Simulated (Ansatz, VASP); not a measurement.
## Two plane-wave programs on GdO

The input INCAR:

```
SYSTEM = GdO
PREC = Accurate
ENCUT = 520
EDIFF = 1E-7
ISMEAR = -1
SIGMA = 0.05
LREAL = .FALSE.
LASPH = .TRUE.
NELM = 150
ALGO = Normal
ISIF = 2
LWAVE = .FALSE.
LCHARG = .FALSE.
ISPIN = 2
MAGMOM = 7 0
LORBIT = 11
LMAXMIX = 6
GGA = PE
NBANDS = 23
```

File KPOINTS:

```
Automatic mesh
0
G
  7 7 7
  0 0 0
```

Contents of POSCAR:

```
GdO
1.0
    0.0000000000      2.6460000000      2.7000000000
    2.6460000000      0.0000000000      2.7000000000
    2.6460000000      2.6460000000      0.0000000000
Gd O
1 1
Direct
    0.0000000000      0.0000000000      0.0000000000
    0.2500000000      0.2500000000      0.2500000000
```

The input input.yaml:

```yaml
crystal:
  lattice:
    - [0.0, 2.646, 2.7]
    - [2.646, 0.0, 2.7]
    - [2.646, 2.646, 0.0]
  atoms:
    - { symbol: Gd, position: [0.0, 0.0, 0.0], spin: 7.0 }
    - { symbol: O, position: [0.25, 0.25, 0.25] }
hamiltonian:
  xc: pbe
  pseudopotentials: { kind: paw }
magnetization:
  spin_polarized: true
kpoints:
  mp_grid: { grid: [7, 7, 7] }
  band_path:
    path:
      - [[0.0, 0.0, 0.0], [0.0, 0.5, 0.5], [-0.2401, 0.5, 0.2599], [-0.37005, 0.37005, 0.0], [0.0, 0.0, 0.0], [0.5, 0.5, 0.0], [0.37005, 0.62995, 0.0], [0.0, 0.5, 0.0], [0.25, 0.75, 0.5], [0.5, 0.7599, 0.2599], [0.5, 0.5, 0.0]]
      - [[0.0, 0.5, 0.5], [0.25, 0.75, 0.5]]
    npoints: 14
scf:
  occupations: { method: fermi_dirac, width: 0.05 }
  n_extra_bands: 6
output:
  forces: true
  stress: true
  eigenvalues: true
  fatbands: false
  write_density: true
  write_potential: true
  elf: true
  volumetric_format: npy
```

Alike in both runs: functional PBE; k mesh 7 × 7 × 7; occupations fermi-dirac, width 0.05 eV; collinear spin.

|  | VASP | Ansatz |
| --- | --- | --- |
| version | VASP 6.6.1 | Ansatz 0.2.0 |
| potentials or method | VASP PAW PBE potentials, release 64 (Gd, O) | Ansatz PAW |
| plane-wave cutoff (eV) | 520 | 420 |
| valence electrons in the cell | 24 | 24 |
| task | single point | band structure |

```tsv
	VASP	Ansatz	Ansatz less VASP
gap on the k mesh at the Fermi level (eV)	none	none	-
pressure (GPa)	3.7	3.5	-0.16
traceless stress, the component that is largest in VASP (GPa)	-0.87	-0.88	-0.007
net moment per atom (μB)	3.78	3.77	-0.011
size of the moment on the site where the two differ most (μB)	6.88	6.81	-0.064
```

Site moments also hang on the region over which each program counts them. A gap of «none» marks a metal or a gap that the smearing closes.

Neither program's run includes spin-orbit coupling.
